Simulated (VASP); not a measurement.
## Mg: single point with PBE

Mg:

```
Mg
1.0
     3.24185    0.00000    0.00000
    -1.62092    2.80752    0.00000
     0.00000    0.00000    5.18881
Mg
2
Direct
  0.33333 0.66667 0.25000
  0.66667 0.33333 0.75000
```

This cell differs from its parent crystal: volume scaled by 1.03, then relaxed in part.

```yaml
Program: VASP 6.6.1
Task: single point
Functional: PBE
Potentials_or_basis: VASP PAW PBE potentials, release 64 (Mg)
Cutoff: 520 eV
k_mesh: 15 × 15 × 8
Occupations: gaussian, width 0.1 eV
Spin: no spin polarisation
Dipole_correction: no
Further_INCAR_settings: ALGO = Normal; EDIFF = 1e-06; NBANDS = 9
```

| Quantity | Value |
| --- | --- |
| Pressure | -1.1 GPa |
| Band gap on the k mesh | zero (band 2 reaches 3.38 eV, above the bottom of band 3 at 1.38 eV) |

Levels at points of the mesh, in eV from the Fermi level:
| k point | band 1 | band 2 | band 3 | band 4 | band 5 |
| --- | --- | --- | --- | --- | --- |
| (0.00, 0.00, 0.00) | -6.81 | -1.56 | -1.11 | 10.63 | 10.63 |
| (0.00, 0.00, 0.50) | -5.42 | -5.42 | 5.17 | 5.17 | 11.39 |

Run time: 27 s on 1 thread of Intel(R) Xeon(R) Platinum 8259CL CPU @ 2.50GHz (Skylake/Cascade Lake) (shared host), peak memory 0.19 GiB.
